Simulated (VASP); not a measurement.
# GaN (F-43m) in VASP: settings compared, part 2 of 2

VASP 6.6.1.

## (3) Single point, revPBE+D3(BJ)

This run uses another cell than the first one, of 11.90 Å³/atom, 1.020 times its volume.

File INCAR:

```
SYSTEM = GaN
  PREC = Accurate
  ENCUT = 520
  EDIFF = 1E-7
  ISMEAR = -1
  SIGMA = 0.05
  LREAL = .False.
  LASPH = .True.
  NELM = 100
  ALGO = Normal
  ISIF = 2
  LWAVE = .False.
  LCHARG = .False.
  GGA = RE
  IVDW = 12
  NBANDS = 16
```

File KPOINTS:

```
regular mesh
0
Gamma
  10 10 10
  0 0 0
```

File POSCAR:

```
GaN
1.0
    0.0000000000      2.2831553320      2.2831553320
    2.2831553320      0.0000000000      2.2831553320
    2.2831553320      2.2831553320      0.0000000000
Ga N
1 1
Direct
    0.0000000000      0.0000000000      0.0000000000
    0.2500000000      0.2500000000      0.2500000000
```

Potentials or basis: VASP PAW PBE potentials, release 64 (Ga_d, N).

Run with:

```
$ cat potpaw_PBE.64/Ga_d/POTCAR potpaw_PBE.64/N/POTCAR > POTCAR
$ mpirun -np 1 vasp_std > vasp.out
```

OUTCAR:

```text
SYSTEM = GaN
   PREC = Accurate
   ENCUT = 520
   EDIFF = 1E-7
   ISMEAR = -1
   LREAL = .False.
   LASPH = .True.
   NELM = 100
   ISIF = 2
   GGA = RE
   IVDW = 12
 IVDW          = 12

 ion  position               nearest neighbor table
   1  0.000  0.000  0.000-   2 1.98   2 1.98   2 1.98   2 1.98
   2  0.250  0.250  0.250-   1 1.98   1 1.98   1 1.98   1 1.98

  LATTYP: Found a face centered cubic cell.
 ALAT       =     4.5663106640

  Lattice vectors:

 A1 = (   0.0000000000,   2.2831553320,   2.2831553320)
 A2 = (   2.2831553320,   0.0000000000,   2.2831553320)
 A3 = (   2.2831553320,   2.2831553320,   0.0000000000)

Analysis of symmetry for initial positions (statically):
=====================================================================
 Subroutine PRICEL returns:
 Original cell was already a primitive cell.

 Routine SETGRP: Setting up the symmetry group for a
 face centered cubic supercell.

 Subroutine GETGRP returns: Found 24 space group operations
 (whereof 24 operations were pure point group operations)
 out of a pool of 48 trial point group operations.

The static configuration has the point symmetry T_d .

Analysis of symmetry for dynamics (positions and initial velocities):
=====================================================================
 Subroutine PRICEL returns:
 Original cell was already a primitive cell.

 Routine SETGRP: Setting up the symmetry group for a
 face centered cubic supercell.

 Subroutine GETGRP returns: Found 24 space group operations
 (whereof 24 operations were pure point group operations)
 out of a pool of 48 trial point group operations.

The dynamic configuration has the point symmetry T_d .

 Subroutine INISYM returns: Found 24 space group operations
 (whereof 24 operations are pure point group operations),
 and found     1 'primitive' translations

----------------------------------------------------------------------------------------

[... 111 lines left out ...]
     AMIX     =   0.40;   BMIX     =  1.00
     AMIX_MAG =   1.60;   BMIX_MAG =  1.00
  volume/ion in A,a.u.               =      11.90        80.32
  Fermi-wavevector in a.u.,A,eV,Ry     =   1.491490  2.818507 30.266718  2.224541
  Thomas-Fermi vector in A             =   2.604138
   LORBIT       =      0    0 simple, 1 ext, 2 COOP (PROOUT), +10 PAW based schemes
   GGA     = RE    functional components
   LHFCALC =     F    Hartree Fock is set to
   AEXX    =    0.0000 exact exchange contribution
   IVDW    =    12    specifies the selected vdW correction
   LEPSILON=     F    determine dielectric tensor
   LRPA    =     F    only Hartree local field effects (RPA)
 non-spin polarized calculation
  energy-cutoff  :      520.00
  volume of cell :       23.80
 maximum number of plane-waves:       656
   NGX = 13   NGY = 13   NGZ = 13

 number of electron      17.9999983 magnetization

 Free energy of the ion-electron system (eV)
  ---------------------------------------------------
  ext. energy  EPLUGINS =         0.00000000
  ---------------------------------------------------
  free energy    TOTEN  =       -11.46172611 eV

  energy without entropy =      -11.46172611  energy(sigma->0) =      -11.46172611

 E-fermi :   5.7663     XC(G=0): -11.3128

 val. band max:        4.9646348188   @ k =   0.0000   0.0000   0.0000
 cond. band min:       6.4754368272   @ k =   0.0000   0.0000   0.0000
 fundamental gap:      1.5108020084
 Fermi energy:         5.7663196062

 k-point     1 :       0.0000    0.0000    0.0000
  band No.  band energies     occupation
      1     -10.6727      2.00000
      2      -8.4567      2.00000
      3      -8.4567      2.00000
      4      -8.4567      2.00000
      5      -8.1751      2.00000
      6      -8.1751      2.00000
[... 433 lines left out ...]
      3      -8.2580      2.00000
      4      -8.2577      2.00000
      5      -8.1212      2.00000
      6      -7.2160      2.00000
[... 8 lines left out ...]
     15      26.6900      0.00000
     16      26.9901      0.00000

 [... further k-points ...]

------------------------ aborting loop because EDIFF is reached ----------------------------------------

 Edisp (eV)   -0.94239

 E8    (eV) :    -0.6340

  FORCE on cell =-STRESS in cart. coord.  units (eV):
  Direction    XX          YY          ZZ          XY          YZ          ZX
  --------------------------------------------------------------------------------------
  -------------------------------------------------------------------------------------
  Total      -0.89352    -0.89352    -0.89352     0.00000    -0.00000     0.00000
  in kB     -60.14238   -60.14238   -60.14238     0.00000    -0.00000     0.00000
  external pressure =      -60.14 kB  Pullay stress =        0.00 kB

 VOLUME and BASIS-vectors are now :
 -----------------------------------------------------------------------------
  energy-cutoff  :      520.00
  volume of cell :       23.80
      direct lattice vectors                 reciprocal lattice vectors
     0.000000000  2.283155332  2.283155332    -0.218995174  0.218995174  0.218995174
     2.283155332  0.000000000  2.283155332     0.218995174 -0.218995174  0.218995174
     2.283155332  2.283155332  0.000000000     0.218995174  0.218995174 -0.218995174

 POSITION                                       TOTAL-FORCE (eV/Angst)
 -----------------------------------------------------------------------------------
      0.00000      0.00000      0.00000        -0.000000     -0.000000     -0.000000
      1.14158      1.14158      1.14158         0.000000      0.000000      0.000000
 -----------------------------------------------------------------------------------
    total drift:                                0.000001      0.000001      0.000001

  FREE ENERGIE OF THE ION-ELECTRON SYSTEM (eV)
  ---------------------------------------------------
  free  energy   TOTEN  =       -12.4041165170 eV

  energy  without entropy=      -12.4041165147  energy(sigma->0) =      -12.40411652
```

stdout:

```text
POSCAR found type information on POSCAR GaN
 POSCAR found :  2 types and       2 ions
 scaLAPACK will be used
 -----------------------------------------------------------------------------
|                                                                             |
|                                                                             |
|     You enforced a specific xc type in the INCAR file but a different       |
|     I HOPE YOU KNOW WHAT YOU ARE DOING!                                     |
|                                                                             |
 -----------------------------------------------------------------------------

 LDA part: xc-table for (Slater+PW92), standard interpolation
 POSCAR, INCAR and KPOINTS ok, starting setup
 FFT: planning ... GRIDC
 FFT: planning ... GRID_SOFT
 FFT: planning ... GRID
 WAVECAR not read
 entering main loop
```

Run time: 46 s. Hardware: 1 thread of AMD EPYC 7R13, shared host; peak memory 0.13 GiB.

Results:

* Free energy: -12.4041 eV
* Pressure: -6.0 GPa
* Band gap on the k mesh: 1.51 eV, direct
* Dispersion energy per atom: -0.471 eV

Caveat: the PAW data sets were made with another functional, which shifts forces and pressure a little. Expect the measured gap to be larger: semilocal functionals such as revPBE lack the derivative discontinuity.

## (4) Single point, BLYP+D4

File INCAR:

```
AGGAC = 1.0
AGGAX = 1.0
ALDAC = 0.0
ALDAX = 1.0
ALGO = Normal
EDIFF = 1E-6
ENCUT = 520
GGA = B5
ISIF = 2
ISMEAR = -1
IVDW = 13
LASPH = True
LCHARG = False
LREAL = False
LWAVE = False
NBANDS = 16
NELM = 80
PREC = Accurate
SIGMA = 0.05
VDW_A1 = 0.44488865
VDW_A2 = 4.0933009
VDW_S6 = 1.0
VDW_S8 = 2.34076671
```

File KPOINTS:

```
k-points
0
Gamma
  10 10 10
```

File POSCAR:

```
GaN
1.0
    0.0000000000      2.2684248875      2.2684248875
    2.2684248875      0.0000000000      2.2684248875
    2.2684248875      2.2684248875      0.0000000000
Ga N
1 1
Direct
    0.0000000000      0.0000000000      0.0000000000
    0.2500000000      0.2500000000      0.2500000000
```

Run with:

```
$ cat potpaw_PBE.64/Ga_d/POTCAR potpaw_PBE.64/N/POTCAR > POTCAR
$ mpirun -np 1 vasp_std > vasp.out
```

Wall time 57 s (1 thread of AMD EPYC 7R13, shared host); peak memory 0.12 GiB.

It converged, with:

| Quantity | Value |
| --- | --- |
| Free energy | -12.4863 eV |
| Pressure | -2.9 GPa |
| Band gap on the k mesh | 1.68 eV, direct |
| Dispersion energy per atom | -0.748 eV |

Levels at points of the mesh, in eV from the valence-band top:
```csv
k point,band 6,band 7,band 8,band 9,band 10,band 11,band 12,band 13
"(0.00, 0.00, 0.00)",-13.23,0.00,0.00,0.00,1.68,10.18,10.18,10.18
"(0.50, 0.00, 0.00)",-11.92,-6.83,-0.94,-0.94,4.53,8.76,10.32,10.32
"(0.50, 0.50, 0.00)",-11.47,-6.02,-2.60,-2.60,3.59,6.56,11.71,13.72
```

Caveat: the PAW data sets were made with another functional, which shifts forces and pressure a little.

## (5) Overview

```tsv
level	cell	gap on the mesh (eV)	pressure (GPa)
revPBE+D3(BJ)	a = 3.208 Å, angles 60.0°, 2 atoms	1.64	-2.9
revPBE+D3(BJ)	a = 3.229 Å, angles 60.0°, 2 atoms	1.51	-6.0
BLYP+D4	a = 3.208 Å, angles 60.0°, 2 atoms	1.68	-2.9
```

Alike in all rows: task single point; potentials or basis VASP PAW PBE potentials, release 64 (Ga_d, N); no spin polarisation; k mesh 10 × 10 × 10; cutoff (eV) 520; smearing fermi-dirac 0.05 eV.

Caveats: the PAW data sets were made with another functional, which shifts forces and pressure a little.

Total energies depend on the potentials used, so only differences within one code and one set of settings carry meaning.
